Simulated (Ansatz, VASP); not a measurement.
## C: VASP beside Ansatz

Contents of POSCAR:

```
C
1.0
    0.0000000000      1.7951807415      1.7951807415
    1.7951807415      0.0000000000      1.7951807415
    1.7951807415      1.7951807415      0.0000000000
C
2
Direct
    0.7500000000      0.7500000000      0.7500000000
    0.5000000000      0.5000000000      0.5000000000
```

The input INCAR.step1:

```
PREC = Accurate ; ENCUT = 520
EDIFF = 1E-5 ; ISMEAR = -1
SIGMA = 0.05 ; LREAL = False
LASPH = True ; NELM = 100
ALGO = Normal ; ISIF = 2
LWAVE = True ; LCHARG = False
NBANDS = 11 ; GGA = PE
```

The input INCAR.step2:

```
PREC = Accurate ; ENCUT = 520
EDIFF = 1E-7 ; ISMEAR = -1
SIGMA = 0.05 ; LREAL = False
LASPH = True ; NELM = 100
ALGO = Normal ; ISIF = 2
LWAVE = False ; LCHARG = False
GGA = PE ; LHFCALC = True
AEXX = 0.25 ; PRECFOCK = Normal
NBANDS = 11 ; ISTART = 1
```

Contents of KPOINTS:

```
Automatic mesh
0
Gamma
  8 8 8
```

File input:

```
crystal:
  lattice:
    - [0.0, 1.7951807415, 1.7951807415]
    - [1.7951807415, 0.0, 1.7951807415]
    - [1.7951807415, 1.7951807415, 0.0]
  atoms:
    - { symbol: C, position: [0.75, 0.75, 0.75] }
    - { symbol: C, position: [0.5, 0.5, 0.5] }
hamiltonian:
  xc: pbe0
  pseudopotentials: { kind: paw }
kpoints:
  mp_grid: { grid: [8, 8, 8] }
scf:
  occupations: { method: fermi_dirac, width: 0.05 }
output:
  forces: true
  stress: true
  eigenvalues: true
```

Alike in both runs: task single point; functional PBE0; k mesh 8 × 8 × 8; occupations fermi-dirac, width 0.05 eV; no spin polarisation.

|  | VASP | Ansatz |
| --- | --- | --- |
| version | VASP 6.6.1 | Ansatz 0.2.0 |
| potentials or method | VASP PAW PBE potentials, release 64 (C) | Ansatz PAW |
| plane-wave cutoff (eV) | 520 | 420 |
| valence electrons in the cell | 8 | 8 |

```csv
,VASP,Ansatz,Ansatz less VASP
gap on the k mesh at the Fermi level (eV),5.99,5.99,-0.008
least direct gap on the mesh (eV),7.65,7.64,-0.012
pressure (GPa),-16.0,-16.7,-0.71
```

With one functional, cell and mesh, what is left measures potentials, basis and numerics.
